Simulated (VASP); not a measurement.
A run of VASP 6.6.1:

Contents of INCAR:

```
PREC = Accurate ; ENCUT = 500
EDIFF = 1E-6 ; ISMEAR = -1
SIGMA = 0.1 ; LREAL = False
LASPH = True ; NELM = 120
ALGO = Normal ; ISIF = 2
LWAVE = False ; LCHARG = False
GGA = PE ; NBANDS = 16
ISYM = 0 ; GGA_COMPAT = False
```

KPOINTS

```
regular mesh
0
Gamma
  14 14 9
```

POSCAR

```
Ir
1.0
   -2.4920314326      2.1389352267      1.3169647336
    2.1389352267     -2.4920314326      1.3169647336
    2.8547439290      2.8547439290     -1.9636610814
Ir
2
Direct
    0.9774778490      0.0225221510      1.0000000000
    0.7725221510      0.2274778490      0.5000000000
```

Potentials or basis: VASP PAW PBE potentials, release 64 (Ir).

Run with:

```sh
$ cat potpaw_PBE.64/Ir/POTCAR > POTCAR
$ mpirun -np 1 vasp_std > vasp.out
```

Hardware: 1 thread of AMD EPYC 9R45 96-Core Processor (Zen 5), with other jobs on the host.

Q: Estimate the wall time of this run.

A: Wall time 5 min on 1 thread of AMD EPYC 9R45 96-Core Processor (Zen 5), on a shared host, peak memory 0.44 GiB. Counts: scf iterations 13, k points 884.
